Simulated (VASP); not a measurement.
**Sc5S: single point with PBE**

Crystal: Sc5S.

```
CELL_PARAMETERS angstrom
3.39460 0.00000 0.00000
-1.69730 2.93981 0.00000
0.00000 0.00000 13.82881
ATOMIC_POSITIONS crystal
Sc 0.33333 0.66667 0.87557
Sc 0.33333 0.66667 0.12443
Sc 0.00000 0.00000 0.31451
Sc 0.33333 0.66667 0.50000
Sc 0.00000 0.00000 0.68549
S 0.00000 0.00000 0.00000
```

* Program: VASP 6.6.1
* Task: single point
* Functional: PBE
* Potentials or basis: VASP PAW PBE potentials, release 64 (Sc_sv, S)
* Cutoff: 520 eV
* k mesh: 6 × 6 × 2
* Occupations: gaussian, width 0.2 eV
* Spin: no spin polarisation

```
Pressure               : -0.1 GPa
Largest force          : 0.056 eV/Å
Band gap on the k mesh : zero (an odd number of electrons rules out a gap without spin polarisation)
```

Forces in eV/Å, atoms in the order of the input:
```
Sc   0.000  0.000 -0.056
Sc   0.000  0.000  0.056
Sc   0.000  0.000 -0.011
Sc   0.000  0.000  0.000
Sc   0.000  0.000  0.011
S    0.000  0.000  0.000
```

Stress tensor (GPa, compression positive):
```
 0.02  0.00  0.00
 0.00  0.02  0.00
 0.00  0.00 -0.25
```

Levels at points of the mesh, in eV from the Fermi level:
```csv
k point,band 27,band 28,band 29,band 30,band 31,band 32,band 33,band 34
"(0.00, 0.00, 0.00)",-2.42,-1.45,-0.17,0.52,0.89,1.13,1.13,1.32
"(0.50, 0.00, 0.00)",-1.12,-0.76,-0.73,-0.48,-0.32,-0.14,-0.05,0.98
"(0.00, 0.00, 0.50)",-2.26,-1.75,-0.15,0.42,1.14,1.14,1.14,1.42
"(0.50, 0.00, 0.50)",-1.14,-0.71,-0.71,-0.61,-0.32,-0.07,-0.04,0.99
```

Run time: 66 s on 1 thread of Intel(R) Xeon(R) 6975P-C (Granite Rapids), with other jobs on the host, peak memory 0.29 GiB.
